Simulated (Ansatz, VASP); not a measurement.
Fe in VASP and in Ansatz

```xyz
2
Lattice="0.0000 2.4378 2.4378 2.4378 0.0000 2.4378 2.4378 2.4378 0.0000" Properties=species:S:1:pos:R:3 pbc="T T T"
Fe    0.6094    0.6094    0.6094
Fe    4.2661    4.2661    4.2661
```

Alike in both runs: task single point; functional PBE; k mesh 13 × 13 × 13; occupations fermi-dirac, width 0.1 eV; no spin polarisation.

|  | VASP | Ansatz |
| --- | --- | --- |
| version | VASP 6.6.1 | Ansatz 0.2.0 |
| potentials or method | VASP PAW PBE potentials, release 64 (Fe_sv), cutoff 690 eV | plane waves (420 eV) with PAW, scalar-relativistic |
| valence electrons in the cell | 32 | 32 |

```tsv
	VASP	Ansatz	Ansatz less VASP
pressure (GPa)	-1.2	0.0	+1.18
```
